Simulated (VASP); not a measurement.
Runs of VASP 6.6.1 on Si. The structure is that of space group I4/mmm (No. 139), or close to it. The cells are those of the table. 

```csv
cell,gap on the mesh (eV),pressure (GPa)
"a = 2.653, b = 2.653, c = 2.810 Å, angles 58.0, 58.0, 64.0°, 1 atom",none,(b)
"a = 2.812, b = 2.812, c = 2.919 Å, angles 58.7, 58.7, 62.5°, 1 atom",none,(a)
"a = 2.761, b = 2.761, c = 2.594 Å, angles 62.0, 62.0, 56.0°, 1 atom",none,1.9
"a = 2.761, b = 2.761, c = 2.919 Å, angles 58.1, 58.1, 63.8°, 1 atom",none,-7.6
"a = 2.711, b = 2.711, c = 2.919 Å, angles 57.4, 57.4, 65.1°, 1 atom",none,-4.7
```

Alike in all rows: task single point; level PBEsol; potentials or basis VASP PAW PBE potentials, release 64 (Si); no spin polarisation; k mesh 22 × 22 × 22; cutoff (eV) 520; smearing gaussian 0.15 eV.

Problem. Estimate the missing entries.

Solution. (a) -9.7; (b) 1.7.

Caveats: the PAW data sets were made with another functional, which shifts forces and pressure a little; the cell stands under tension (at least some runs).

A gap of «none» marks levels without a gap at the run's occupations.
